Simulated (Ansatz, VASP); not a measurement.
## PbSe in VASP and in Ansatz

INCAR

```
PREC     = Accurate       # precision mode
ENCUT    = 520            # plane-wave cutoff, eV
EDIFF    = 1E-7           # SCF threshold, eV
ISMEAR   = 0              # smearing method
SIGMA    = 0.01           # smearing width, eV
LREAL    = F              # projectors in reciprocal space
LASPH    = T              # aspherical terms in the spheres
NELM     = 80             # most SCF steps
ALGO     = Normal         # electronic algorithm
ISIF     = 2              # what is computed and relaxed
LWAVE    = F              # write WAVECAR
LCHARG   = F              # write CHGCAR
GGA      = PE             # functional
NBANDS   = 17             # bands
```

KPOINTS

```
Automatic mesh
0
Gamma
  8 8 8
```

Contents of POSCAR:

```
PbSe
1.0
    0.0000000000      3.0887022211      3.0887022211
    3.0887022211      0.0000000000      3.0887022211
    3.0887022211      3.0887022211      0.0000000000
Pb Se
1 1
Direct
    0.0000000000      0.0000000000      0.0000000000
    0.5000000000      0.5000000000      0.5000000000
```

Input for Ansatz:

```yaml
crystal:
  lattice:
    - [0.0, 3.0887022211, 3.0887022211]
    - [3.0887022211, 0.0, 3.0887022211]
    - [3.0887022211, 3.0887022211, 0.0]
  atoms:
    - { symbol: Pb, position: [0.0, 0.0, 0.0] }
    - { symbol: Se, position: [0.5, 0.5, 0.5] }
kpoints:
  mp_grid: { grid: [8, 8, 8] }
  band_path:
    path:
      - [0.0, 0.0, 0.0]
      - [0.5, 0.0, 0.5]
      - [0.625, 0.25, 0.625]
      - [0.375, 0.375, 0.75]
      - [0.5, 0.5, 0.5]
      - [0.5, 0.25, 0.75]
      - [0.0, 0.0, 0.5]
    npoints: 1
hamiltonian:
  xc: pbe
scf:
  occupations: { method: fixed }
  n_extra_bands: 4
output:
  forces: true
  stress: true
  eigenvalues: true
```

Alike in both runs: task single point; functional PBE; k mesh 8 × 8 × 8; no spin polarisation.

|  | VASP | Ansatz |
| --- | --- | --- |
| version | VASP 6.6.1 | Ansatz 0.2.0 |
| potentials or method | VASP PAW PBE potentials, release 64 (Pb_d, Se) | plane waves, PAW |
| plane-wave cutoff (eV) | 520 | 420 |
| occupations | gaussian, width 0.01 eV | fixed |
| valence electrons in the cell | 20 | 30 |

VASP gave:

| Property | Result |
| --- | --- |
| gap on the k mesh at the Fermi level (eV) | 0.38 |
| pressure (GPa) | 0.9 |

Problem. Which values does Ansatz return?

Solution. gap on the k mesh at the Fermi level (eV): 0.37; pressure (GPa): 0.9.

VASP's potentials hold 20 valence electrons a cell and Ansatz's 30, so a difference there can come from the potentials and not from the codes.

Spin-orbit coupling is off throughout.
